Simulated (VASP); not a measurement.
# Na in VASP: single point with PBEsol

Aim: the single point of Na with PBEsol.

All numbers are computed with VASP 6.6.1; they aren't measurements. Logs are shortened: lines on timing, memory, paths and dates and some standing lists are left out, and cuts for length are marked.

## Step 1: The cell of the first run

The cell holds a slab with vacuum, 5 atoms: a = 3.720 Å, b = 3.720 Å, c = 29.123 Å, α = 90.00°, β = 90.00°, γ = 120.00°.

## Step 2: Single point, PBEsol

Input file INCAR:

```
PREC = Accurate ; ENCUT = 520
EDIFF = 1E-6 ; ISMEAR = 0
SIGMA = 0.1 ; LREAL = False
LASPH = True ; NELM = 100
ALGO = Normal ; ISIF = 2
LWAVE = False ; LCHARG = False
LDIPOL = True ; IDIPOL = 3
DIPOL = 0.5 0.5 0.500 ; GGA = PS
NBANDS = 26
```

Input file KPOINTS:

```
Automatic mesh
0
Gamma
  9 9 1
```

Input file POSCAR:

```
Na
1.0
    3.7196409407      0.0000000000      0.0000000000
   -1.8598204703      3.2213035476      0.0000000000
    0.0000000000      0.0000000000     29.1234352892
Na
5
Direct
    0.6666666667      0.3333333333      0.2918611735
    0.3333333333      0.6666666667      0.3959305868
    0.6666666667      0.3333333333      0.5000000000
    0.3333333333      0.6666666667      0.6040694132
    0.6666666667      0.3333333333      0.7081388265
```

Potentials or basis: VASP PAW PBE potentials, release 64 (Na_pv).

On the command line:

```bash
$ cat potpaw_PBE.64/Na_pv/POTCAR > POTCAR
$ mpirun -np 1 vasp_std > vasp.out
```

OUTCAR:

```text
PREC = Accurate
   ENCUT = 520
   EDIFF = 1E-6
   ISMEAR = 0
   LREAL = False
   LASPH = True
   NELM = 100
   ISIF = 2
   GGA = PS

 ion  position               nearest neighbor table
   1  0.667  0.333  0.292-
   2  0.333  0.667  0.396-
   3  0.667  0.333  0.500-
   4  0.333  0.667  0.604-
   5  0.667  0.333  0.708-

  LATTYP: Found a hexagonal cell.
 ALAT       =     3.7196409407
 C/A-ratio  =     7.8296361809

  Lattice vectors:

 A1 = (   3.7196409407,   0.0000000000,   0.0000000000)
 A2 = (  -1.8598204703,   3.2213035476,   0.0000000000)
 A3 = (   0.0000000000,   0.0000000000,  29.1234352892)

Analysis of symmetry for initial positions (statically):
=====================================================================
 Subroutine PRICEL returns:
 Original cell was already a primitive cell.

 Routine SETGRP: Setting up the symmetry group for a
 hexagonal supercell.

 Subroutine GETGRP returns: Found 12 space group operations
 (whereof 12 operations were pure point group operations)
 out of a pool of 24 trial point group operations.

The static configuration has the point symmetry D_3h.

Analysis of symmetry for dynamics (positions and initial velocities):
=====================================================================
 Subroutine PRICEL returns:
 Original cell was already a primitive cell.

 Routine SETGRP: Setting up the symmetry group for a
 hexagonal supercell.

 Subroutine GETGRP returns: Found 12 space group operations
 (whereof 12 operations were pure point group operations)
 out of a pool of 24 trial point group operations.

The dynamic configuration has the point symmetry D_3h.

 Subroutine INISYM returns: Found 12 space group operations
 (whereof 12 operations are pure point group operations),
 and found     1 'primitive' translations

----------------------------------------------------------------------------------------

                                     Primitive cell

  volume of cell :     348.9597

  direct lattice vectors                    reciprocal lattice vectors
     3.719640941  0.000000000  0.000000000     0.268843153  0.155216667  0.000000000
    -1.859820470  3.221303548  0.000000000     0.000000000  0.310433334  0.000000000
     0.000000000  0.000000000 29.123435289     0.000000000  0.000000000  0.034336609

  length of vectors
     3.719640941  3.719640941 29.123435289     0.310433334  0.310433334  0.034336609

  position of ions in fractional coordinates (direct lattice)
     0.666666667  0.333333333  0.291861174
     0.333333333  0.666666667  0.395930587
     0.666666667  0.333333333  0.500000000
     0.333333333  0.666666667  0.604069413
     0.666666667  0.333333333  0.708138826

  ion indices of the primitive-cell ions
   primitive index   ion index
                 1           1
                 2           2
                 3           3
                 4           4
                 5           5

----------------------------------------------------------------------------------------

 KPOINTS: Automatic mesh

Automatic generation of k-mesh.
 Grid dimensions read from file:
 generate k-points for:    9    9    1

 Generating k-lattice:

  Cartesian coordinates                     Fractional coordinates (reciprocal lattice)
     0.029871461  0.017246296  0.000000000     0.111111111 -0.000000000  0.000000000
     0.000000000  0.034492593  0.000000000     0.000000000  0.111111111  0.000000000
     0.000000000  0.000000000  0.034336609     0.000000000  0.000000000  1.000000000

  Length of vectors
     0.034492593  0.034492593  0.034336609

  Shift w.r.t. Gamma in fractional coordinates (k-lattice)
     0.000000000  0.000000000  0.000000000

 Subroutine IBZKPT returns following result:
 ===========================================

 Found     12 irreducible k-points:

 Following reciprocal coordinates:
            Coordinates               Weight
  0.000000  0.000000  0.000000      1.000000
  0.111111 -0.000000  0.000000      6.000000
  0.222222  0.000000  0.000000      6.000000
  0.333333  0.000000  0.000000      6.000000
  0.444444  0.000000  0.000000      6.000000
  0.111111  0.111111  0.000000      6.000000
  0.222222  0.111111  0.000000     12.000000
  0.333333  0.111111  0.000000     12.000000
  0.444444  0.111111  0.000000      6.000000
  0.222222  0.222222  0.000000      6.000000
  0.333333  0.222222  0.000000     12.000000
  0.333333  0.333333  0.000000      2.000000
   k-points           NKPTS =     12   k-points in BZ     NKDIM =     12   number of bands    NBANDS=     26
   number of dos      NEDOS =    301   number of ions     NIONS =      5
   total plane-waves  NPLWV = 175616
   dimension x,y,z NGX =    28 NGY =   28 NGZ =  224
   dimension x,y,z NGXF=    56 NGYF=   56 NGZF=  448
   ions per type =               5
   NGX,Y,Z   is equivalent  to a cutoff of  12.51, 12.51, 12.79 a.u.
   NGXF,Y,Z  is equivalent  to a cutoff of  25.03, 25.03, 25.57 a.u.
 SYSTEM =  unknown system
   PREC   = accura    normal or accurate (medium, high low for compatibility)
   ISTART =      0    job   : 0-new  1-cont  2-samecut
   ICHARG =      2    charge: 1-file 2-atom 10-const
   ISPIN  =      1    spin polarized calculation?
   LNONCOLLINEAR =      F non collinear calculations
   LSORBIT =      F    spin-orbit coupling
   LASPH  =      T    aspherical Exc in radial PAW
   ENCUT  =  520.0 eV  38.22 Ry    6.18 a.u.   6.92  6.92 54.15*2*pi/ulx,y,z
   NELM   =    100;   NELMIN=  2; NELMDL= -5     # of ELM steps
   EDIFF  = 0.1E-05   stopping-criterion for ELM
   LREAL  =      F    real-space projection
   EDIFFG = 0.1E-04   stopping-criterion for IOM
   NSW    =      0    number of steps for IOM
   IBRION =     -1    ionic relax: 0-MD 1-quasi-New 2-CG
   NFREE  =      0    steps in history (QN), initial steepest desc. (CG)
   ISIF   =      2    stress and relaxation
   ISYM   =      2    0-nonsym 1-usesym 2-fastsym
   POTIM  = 0.5000    time-step for ionic-motion
   TEBEG  =    0.0;   TEEND  =   0.0 temperature during run
   PSTRESS=    0.0 pullay stress
   NELECT =      35.0000    total number of electrons
   NUPDOWN=      -1.0000    fix difference up-down
   EMIN   =  10.00;   EMAX   =-10.00  energy-range for DOS
   EFERMI =   0.00;   METHOD = LEGACY
   ISMEAR =     0;   SIGMA  =   0.10  broadening in eV -4-tet -1-fermi 0-gaus
   EFERMI_NEDOS =   21; number of points for ismear=-14 and -15
   IALGO  =     38    algorithm
   IMIX   =      4    mixing-type and parameters
     AMIX     =   0.40;   BMIX     =  1.00
     AMIX_MAG =   1.60;   BMIX_MAG =  1.00
  volume/ion in A,a.u.               =      69.79       470.98
  Fermi-wavevector in a.u.,A,eV,Ry     =   0.760628  1.437379  7.871722  0.578555
  Thomas-Fermi vector in A             =   1.859688
   LORBIT       =      0    0 simple, 1 ext, 2 COOP (PROOUT), +10 PAW based schemes
   GGA     = PS    functional components
   LHFCALC =     F    Hartree Fock is set to
   AEXX    =    0.0000 exact exchange contribution
   IVDW    =     0    specifies the selected vdW correction
   LEPSILON=     F    determine dielectric tensor
   LRPA    =     F    only Hartree local field effects (RPA)
 non-spin polarized calculation
 Gauss-broadening in eV      SIGMA  =   0.10
  energy-cutoff  :      520.00
  volume of cell :      348.96
 maximum number of plane-waves:      9426
 NGX is ok and might be reduce to    28
   NGX = 13   NGY = 13   NGZ =109

 dipolmoment           0.000000      0.000000      0.000000 electrons x Angstroem

 number of electron      34.9999983 magnetization

 dipolmoment           0.000000      0.000000     -0.000000 electrons x Angstroem

 Free energy of the ion-electron system (eV)
  ---------------------------------------------------
  ext. energy  EPLUGINS =         0.00000000
  ---------------------------------------------------
  free energy    TOTEN  =        -6.65053934 eV

  energy without entropy =       -6.63671555  energy(sigma->0) =       -6.64362745

 E-fermi :  -1.1358     XC(G=0):  -3.9179

 val. band max:       -1.1496008454   @ k =   0.4444   0.0000   0.0000
 cond. band min:      -1.0743182730   @ k =   0.3333   0.1111   0.0000
 fundamental gap:      0.0752825723
 Fermi energy:        -1.1357584680

 k-point     1 :       0.0000    0.0000    0.0000
  band No.  band energies     occupation
      1     -26.1489      2.00000
      2     -26.1489      2.00000
      3     -26.1171      2.00000
      4     -26.1171      2.00000
      5     -26.1171      2.00000
      6     -26.1171      2.00000
[... 18 lines left out ...]
     25       2.7936      0.00000
     26       2.8308      0.00000

 k-point     2 :       0.1111   -0.0000    0.0000
  band No.  band energies     occupation
      1     -26.1484      2.00000
      2     -26.1484      2.00000
      3     -26.1205      2.00000
      4     -26.1205      2.00000
      5     -26.1179      2.00000
      6     -26.1179      2.00000
[... 18 lines left out ...]
     25       2.9638      0.00000
     26       3.0024      0.00000

 k-point     3 :       0.2222    0.0000    0.0000
  band No.  band energies     occupation
      1     -26.1472      2.00000
      2     -26.1472      2.00000
      3     -26.1290      2.00000
      4     -26.1290      2.00000
      5     -26.1200      2.00000
      6     -26.1200      2.00000
[... 224 lines left out ...]
 k-point    11 :       0.3333    0.2222    0.0000
  band No.  band energies     occupation
      1     -26.1445      2.00000
      2     -26.1445      2.00000
      3     -26.1413      2.00000
      4     -26.1413      2.00000
      5     -26.1308      2.00000
      6     -26.1308      2.00000
[... 18 lines left out ...]
     25       2.2362      0.00000
     26       2.6276      0.00000

 k-point    12 :       0.3333    0.3333    0.0000
  band No.  band energies     occupation
      1     -26.1443      2.00000
      2     -26.1443      2.00000
      3     -26.1372      2.00000
      4     -26.1372      2.00000
      5     -26.1370      2.00000
      6     -26.1370      2.00000
[... 18 lines left out ...]
     25       2.0974      0.00000
     26       2.5234      0.00000

------------------------ aborting loop because EDIFF is reached ----------------------------------------

 vacuum level on the upper side and lower side of the slab       (xc-potential included)        -0.143        -0.143

  FORCE on cell =-STRESS in cart. coord.  units (eV):
  Direction    XX          YY          ZZ          XY          YZ          ZX
  --------------------------------------------------------------------------------------
  -------------------------------------------------------------------------------------
  Total       -0.2441028     -0.2441028      0.1872200     -0.0000000      0.0000000      0.0000000
  in kB       -1.1207481     -1.1207481      0.8595827     -0.0000000      0.0000000      0.0000000
  external PRESSURE =      -0.4606379 kB  Pullay stress =       0.0000000 kB

 VOLUME and BASIS-vectors are now :
 -----------------------------------------------------------------------------
  energy-cutoff  :      520.00
  volume of cell :      348.96
      direct lattice vectors                 reciprocal lattice vectors
     3.719640941  0.000000000  0.000000000     0.268843153  0.155216667  0.000000000
    -1.859820470  3.221303548  0.000000000     0.000000000  0.310433334  0.000000000
     0.000000000  0.000000000 29.123435289     0.000000000  0.000000000  0.034336609

 POSITION                                       TOTAL-FORCE (eV/Angst)
 -----------------------------------------------------------------------------------
      1.85982      1.07377      8.50000         0.000000      0.000000     -0.005828
     -0.00000      2.14754     11.53086        -0.000000      0.000000     -0.018619
      1.85982      1.07377     14.56172         0.000000     -0.000000      0.000000
     -0.00000      2.14754     17.59258        -0.000000      0.000000      0.018619
      1.85982      1.07377     20.62344         0.000000     -0.000000      0.005828
 -----------------------------------------------------------------------------------
    total drift:                               -0.000002      0.000001      0.000000

  FREE ENERGIE OF THE ION-ELECTRON SYSTEM (eV)
  ---------------------------------------------------
  free  energy   TOTEN  =        -6.6505393387 eV

  energy  without entropy=       -6.6367155548  energy(sigma->0) =       -6.64362745

 vacuum level on the upper side and lower side of the slab         1.684         1.684
```

It took 2.7 min on 1 thread of Intel Xeon Platinum 8259CL at 2.50GHz (Skylake/Cascade Lake), shared host; peak memory 0.45 GiB.

Results:

```yaml
Free_energy: -6.6505 eV
Largest_force: 0.019 eV/Å
```

Forces on the atoms (eV/Å):
```
Na   0.000  0.000 -0.006
Na   0.000  0.000 -0.019
Na   0.000  0.000  0.000
Na   0.000  0.000  0.019
Na   0.000  0.000  0.006
```

Caveat: the PAW data sets were made with another functional, which shifts forces and pressure a little.
